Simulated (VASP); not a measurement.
# CsVTeO6 (Imma) in VASP: electric field gradients with r2SCAN

Aim: the electric field gradients of CsVTeO6 with r2SCAN.

Everything below comes from runs of VASP 6.6.1. Logs are shortened: lines on timing, memory, paths and dates and some standing lists are left out, and cuts for length are marked.

## Step 1: The cell of the first run

The structure is orthorhombic, space group Imma (No. 74). Conventional cell: a = 7.118 Å, b = 7.274 Å, c = 10.183 Å, α = 90.00°, β = 90.00°, γ = 90.00°. Within 4.0 Å of Cs (site symmetry mm2) lie 18 O at 3.07 to 3.73 Å. V (site symmetry 2/m) has 6 O at 1.85 to 1.92 Å within 2.5 Å. Te (site symmetry 2/m) has 6 O at 1.93 to 1.98 Å within 2.6 Å. O (site symmetry mm2) has 2 Te at 1.98 Å within 2.6 Å. Within 2.5 Å of O (site symmetry mm2) lie 2 V at 1.85 Å. O (site symmetry 1) has 1 V at 1.92 Å and 1 Te at 1.93 Å within 2.5 Å.

## Step 2: Electric field gradients, r2SCAN

Contents of POSCAR:

```
CsVTeO6
1.0
   -3.5591760000      3.6369210000      5.0913360000
    3.5591760000     -3.6369210000      5.0913360000
    3.5591760000      3.6369210000     -5.0913360000
Cs V Te O
2 2 2 12
Direct
    0.8704170000      0.6204170000      0.2500000000
    0.1295830000      0.3795830000      0.7500000000
    0.5000000000      0.0000000000      0.0000000000
    0.5000000000      0.5000000000      0.5000000000
    0.5000000000      0.0000000000      0.5000000000
    0.0000000000      0.0000000000      0.0000000000
    0.8278340000      0.0778340000      0.7500000000
    0.4494220000      0.6994220000      0.7500000000
    0.8149830000      0.6799000000      0.7419050000
    0.4379950000      0.0730780000      0.7580950000
    0.8149830000      0.0730780000      0.1350830000
    0.4379950000      0.6799000000      0.3649170000
    0.1721660000      0.9221660000      0.2500000000
    0.5505780000      0.3005780000      0.2500000000
    0.1850170000      0.3201000000      0.2580950000
    0.5620050000      0.9269220000      0.2419050000
    0.1850170000      0.9269220000      0.8649170000
    0.5620050000      0.3201000000      0.6350830000
```

Contents of INCAR.step1:

```
PREC = Accurate
ENCUT = 520
ISMEAR = -1
SIGMA = 0.02
LREAL = Auto
LASPH = True
NELM = 100
NBANDS = 79
GGA = PE
ALGO = Normal
EDIFF = 1E-4
LWAVE = True
LCHARG = False
```

Contents of INCAR.step2:

```
PREC = Accurate
ENCUT = 520
EDIFF = 1E-8
ISMEAR = -1
SIGMA = 0.02
LREAL = Auto
LASPH = True
NELM = 100
ALGO = Normal
ISIF = 2
LWAVE = False
LCHARG = False
METAGGA = R2SCAN
LMIXTAU = True
LEFG = True
NBANDS = 79
ISTART = 1
```

Contents of KPOINTS:

```
Automatic mesh
0
Gamma
  5 5 5
```

Potentials or basis: VASP PAW PBE potentials, release 64 (Cs_sv, V_sv, Te, O).

Command:

```bash
> cat potpaw_PBE.64/Cs_sv/POTCAR potpaw_PBE.64/V_sv/POTCAR potpaw_PBE.64/Te/POTCAR potpaw_PBE.64/O/POTCAR > POTCAR
> cp INCAR.step1 INCAR
> mpirun -np 1 vasp_std > vasp.out
> cp INCAR.step2 INCAR
> mpirun -np 1 vasp_std > vasp.out
```

OUTCAR:

```text
PREC = Accurate
   ENCUT = 520
   EDIFF = 1E-8
   ISMEAR = -1
   LREAL = Auto
   LASPH = True
   NELM = 100
   ISIF = 2
   METAGGA = R2SCAN
   ISTART = 1

 ion  position               nearest neighbor table
   1  0.870  0.620  0.250-
   2  0.130  0.380  0.750-
   3  0.500  0.000  0.000-   8 1.85  14 1.85  11 1.92  17 1.92  16 1.92  10 1.92
   4  0.500  0.500  0.500-   8 1.85  14 1.85   9 1.92  15 1.92  12 1.92  18 1.92
   5  0.500  0.000  0.500-  10 1.93  12 1.93  16 1.93  18 1.93   7 1.98  13 1.98   6 3.64   6 3.64

   6  0.000  0.000  0.000-   9 1.93  15 1.93  11 1.93  17 1.93   7 1.98  13 1.98   5 3.64   5 3.64

   7  0.828  0.078  0.750-   5 1.98   6 1.98
   8  0.449  0.699  0.750-   3 1.85   4 1.85
   9  0.815  0.680  0.742-   4 1.92   6 1.93
  10  0.438  0.073  0.758-   3 1.92   5 1.93
  11  0.815  0.073  0.135-   3 1.92   6 1.93
  12  0.438  0.680  0.365-   4 1.92   5 1.93
  13  0.172  0.922  0.250-   5 1.98   6 1.98
  14  0.551  0.301  0.250-   3 1.85   4 1.85
  15  0.185  0.320  0.258-   4 1.92   6 1.93
  16  0.562  0.927  0.242-   3 1.92   5 1.93
  17  0.185  0.927  0.865-   3 1.92   6 1.93
  18  0.562  0.320  0.635-   4 1.92   5 1.93

  LATTYP: Found a body centered orthorhombic cell.
 ALAT       =     7.1183520000
 B/A-ratio  =     1.0218435391
 C/A-ratio  =     1.4304816620

  Lattice vectors:

 A1 = (  -3.5591760000,   3.6369210000,   5.0913360000)
 A2 = (   3.5591760000,  -3.6369210000,   5.0913360000)
 A3 = (   3.5591760000,   3.6369210000,  -5.0913360000)

Analysis of symmetry for initial positions (statically):
=====================================================================
 Subroutine PRICEL returns:
 Original cell was already a primitive cell.

 Routine SETGRP: Setting up the symmetry group for a
 body centered orthorhombic supercell.

 Subroutine GETGRP returns: Found  8 space group operations
 (whereof  4 operations were pure point group operations)
 out of a pool of  8 trial point group operations.

The static configuration has the point symmetry C_2h.
 The point group associated with its full space group is D_2h.

[... 2094 lines left out ...]
     76       8.6987      0.00000

 [... further k-points ...]

 [bands above 76 left out]

------------------------ aborting loop because EDIFF is reached ----------------------------------------

  FORCE on cell =-STRESS in cart. coord.  units (eV):
  Direction    XX          YY          ZZ          XY          YZ          ZX
  --------------------------------------------------------------------------------------
  -------------------------------------------------------------------------------------
  Total      -11.6208282    -10.9162041    -10.9226164      0.0000000      0.0000000      0.0000000
  in kB      -70.6272962    -66.3448395    -66.3838112      0.0000000      0.0000000      0.0000000
  external PRESSURE =     -67.7853156 kB  Pullay stress =       0.0000000 kB

 VOLUME and BASIS-vectors are now :
 -----------------------------------------------------------------------------
  energy-cutoff  :      520.00
  volume of cell :      263.62
      direct lattice vectors                 reciprocal lattice vectors
    -3.559176000  3.636921000  5.091336000     0.000000000  0.137478928  0.098206050
     3.559176000 -3.636921000  5.091336000     0.140481954  0.000000000  0.098206050
     3.559176000  3.636921000 -5.091336000     0.140481954  0.137478928  0.000000000

 POSITION                                       TOTAL-FORCE (eV/Angst)
 -----------------------------------------------------------------------------------
     -0.00000      1.81846      6.31750         0.000000     -0.000000     -0.107495
      3.55918      1.81846     -1.22617         0.000000     -0.000000      0.107495
     -1.77959      1.81846      2.54567         0.000000     -0.000000     -0.000000
      1.77959      1.81846      2.54567         0.000000     -0.000000     -0.000000
      0.00000      3.63692      0.00000         0.000000     -0.000000     -0.000000
      0.00000      0.00000      0.00000         0.000000     -0.000000     -0.000000
[... 10 lines left out ...]
      5.71896      0.44738      1.25767         0.298743      0.308017     -0.024425
      1.39939      3.18954      1.25767        -0.298743     -0.308017     -0.024425
 -----------------------------------------------------------------------------------
    total drift:                               -0.000000      0.000000     -0.000000

  FREE ENERGIE OF THE ION-ELECTRON SYSTEM (eV)
  ---------------------------------------------------
  free  energy   TOTEN  =      -234.6037304141 eV

  energy  without entropy=     -234.6037304141  energy(sigma->0) =     -234.60373041

 Electric field gradients (V/A^2)
---------------------------------------------------------------------
 ion       V_xx      V_yy      V_zz      V_xy      V_xz      V_yz
---------------------------------------------------------------------
   1      -6.642    -1.242     7.884     0.000     0.000     0.000
   2      -6.642    -1.242     7.884     0.000     0.000     0.000
   3     -51.092    29.394    21.698    -0.001    -8.123    -0.001
   4     -51.092    29.394    21.698    -0.001     8.121    -0.001
   5     -20.355    56.941   -36.587     0.001     0.001    87.721
   6     -20.356    56.942   -36.586     0.000    -0.000   -87.720
[... 10 lines left out ...]
  17      28.085   -39.751    11.666   -31.156   -87.139    42.015
  18      28.085   -39.751    11.666   -31.154    87.136   -42.017
---------------------------------------------------------------------

 Electric field gradients after diagonalization (V/A^2)
 (convention: |V_zz| > |V_xx| > |V_yy|)
----------------------------------------------------------------------
 ion       V_xx      V_yy      V_zz     asymmetry (V_yy - V_xx)/ V_zz
----------------------------------------------------------------------
   1      -6.642    -1.242     7.884       0.685
   2      -6.642    -1.242     7.884       0.685
   3      29.394    22.594   -51.987       0.131
   4      29.394    22.593   -51.987       0.131
   5     -89.230   -20.355   109.585       0.629
   6     -89.229   -20.356   109.585       0.628
[... 10 lines left out ...]
  17     -73.090   -50.489   123.579       0.183
  18     -73.090   -50.487   123.577       0.183
----------------------------------------------------------------------

           NMR quadrupolar parameters

 Cq : quadrupolar parameter    Cq=e*Q*V_zz/h
 eta: asymmetry parameters     (V_yy - V_xx)/ V_zz
 Q  : nuclear electric quadrupole moment in mb (millibarn)
----------------------------------------------------------------------
 ion       Cq(MHz)       eta       Q (mb)
----------------------------------------------------------------------
   1       0.019       0.685       1.000
   2       0.019       0.685       1.000
   3      -0.126       0.131       1.000
   4      -0.126       0.131       1.000
   5       0.265       0.629       1.000
   6       0.265       0.628       1.000
[... 10 lines left out ...]
  17       0.299       0.183       1.000
  18       0.299       0.183       1.000
----------------------------------------------------------------------
```

OUTCAR.step1:

```text
PREC = Accurate
   ENCUT = 520
   ISMEAR = -1
   LREAL = Auto
   LASPH = True
[... 2177 lines left out ...]
      0.00000      3.63692      0.00000         0.000000      0.000000      0.000000
      0.00000      0.00000      0.00000         0.000000      0.000000      0.000000
[... 10 lines left out ...]
      5.71896      0.44738      1.25767        -0.094635      0.236857      0.196957
      1.39939      3.18954      1.25767         0.094635     -0.236857      0.196957
 -----------------------------------------------------------------------------------
    total drift:                               -0.000000      0.000000     -0.000000

  FREE ENERGIE OF THE ION-ELECTRON SYSTEM (eV)
  ---------------------------------------------------
  free  energy   TOTEN  =      -115.7972791377 eV

  energy  without entropy=     -115.7972791377  energy(sigma->0) =     -115.79727914
```

OSZICAR.step1:

```text
N       E                     dE             d eps       ncg     rms          rms(c)
DAV:   1     0.123593783251E+04    0.12359E+04   -0.68511E+04  4586   0.156E+03
DAV:   2    -0.365068286568E+02   -0.12724E+04   -0.12160E+04  5210   0.391E+02
DAV:   3    -0.151283450147E+03   -0.11478E+03   -0.11365E+03  4992   0.128E+02
DAV:   4    -0.153848939485E+03   -0.25655E+01   -0.25527E+01  4924   0.204E+01
DAV:   5    -0.153919181873E+03   -0.70242E-01   -0.70099E-01  4991   0.318E+00    0.609E+01
DAV:   6    -0.132473112695E+03    0.21446E+02   -0.22005E+02  5622   0.738E+01    0.597E+01
DAV:   7    -0.126032623567E+03    0.64405E+01   -0.12907E+02  5153   0.105E+02    0.300E+01
DAV:   8    -0.119170515047E+03    0.68621E+01   -0.14851E+01  5112   0.184E+01    0.150E+01
DAV:   9    -0.115915306816E+03    0.32552E+01   -0.28683E+00  5541   0.126E+01    0.546E+00
DAV:  10    -0.115885165153E+03    0.30142E-01   -0.52959E-01  4924   0.304E+00    0.349E+00
DAV:  11    -0.115877732515E+03    0.74326E-02   -0.45308E-01  4799   0.558E+00    0.412E+00
DAV:  12    -0.115805399197E+03    0.72333E-01   -0.92203E-02  5500   0.274E+00    0.103E+00
DAV:  13    -0.115799869105E+03    0.55301E-02   -0.11732E-02  4886   0.559E-01    0.990E-01
DAV:  14    -0.115798573515E+03    0.12956E-02   -0.55340E-03  4956   0.309E-01    0.671E-01
DAV:  15    -0.115798208548E+03    0.36497E-03   -0.87017E-04  4965   0.149E-01    0.412E-01
DAV:  16    -0.115797247291E+03    0.96126E-03   -0.86799E-04  4421   0.267E-01    0.999E-02
DAV:  17    -0.115797279138E+03   -0.31847E-04   -0.14229E-04  2876   0.618E-02
   1 F= -.11579728E+03 E0= -.11579728E+03  d E =-.129821E-12
```

Run time: 38 min. Hardware: 1 thread of Intel Xeon 6975P-C (Granite Rapids), shared host; peak memory 0.64 GiB.

What came out:

* Free energy: -234.6037 eV
* Pressure: -6.8 GPa
* Largest force: 0.472 eV/Å
* Band gap on the k mesh: 1.85 eV, indirect (least direct gap 1.89 eV)

Forces on the atoms (eV/Å):
```
Cs   0.000  0.000 -0.107
Cs   0.000  0.000  0.107
V    0.000  0.000  0.000
V    0.000  0.000  0.000
Te   0.000  0.000  0.000
Te   0.000  0.000  0.000
O    0.000  0.000 -0.472
O    0.000  0.000  0.418
O    0.299 -0.308  0.024
O   -0.299  0.308  0.024
O   -0.299 -0.308  0.024
O    0.299  0.308  0.024
O    0.000  0.000  0.472
O    0.000  0.000 -0.418
O   -0.299  0.308 -0.024
O    0.299 -0.308 -0.024
O    0.299  0.308 -0.024
O   -0.299 -0.308 -0.024
```

Levels at points of the mesh, in eV from the valence-band top:
```tsv
k point	band 61	band 62	band 63	band 64	band 65	band 66	band 67	band 68
(0.00, 0.00, 0.00)	-0.59	-0.54	-0.51	-0.45	1.98	2.09	2.11	2.46
```

Electric field gradients, principal values (V/Å²):
```tsv
atom	least	middle	greatest (by size)
1 Cs	-1.242	-6.642	7.884
2 Cs	-1.242	-6.642	7.884
3 V	22.594	29.394	-51.987
4 V	22.593	29.394	-51.987
5 Te	-20.355	-89.230	109.585
6 Te	-20.356	-89.229	109.585
7 O	-23.488	-114.139	137.628
8 O	-5.934	-10.084	16.018
9 O	-50.486	-73.090	123.576
10 O	-50.486	-73.094	123.579
11 O	-50.489	-73.090	123.579
12 O	-50.487	-73.090	123.577
13 O	-23.488	-114.139	137.628
14 O	-5.934	-10.084	16.018
15 O	-50.486	-73.090	123.576
16 O	-50.486	-73.094	123.579
17 O	-50.489	-73.090	123.579
18 O	-50.487	-73.090	123.577
```

Caveat: without QUAD_EFG the Cq values of the log hold for a quadrupole moment of 1 mb, not for the nuclei; the PAW data sets were made with another functional, which shifts forces and pressure a little; spin-orbit coupling is left out, which moves the levels of the heavy elements.
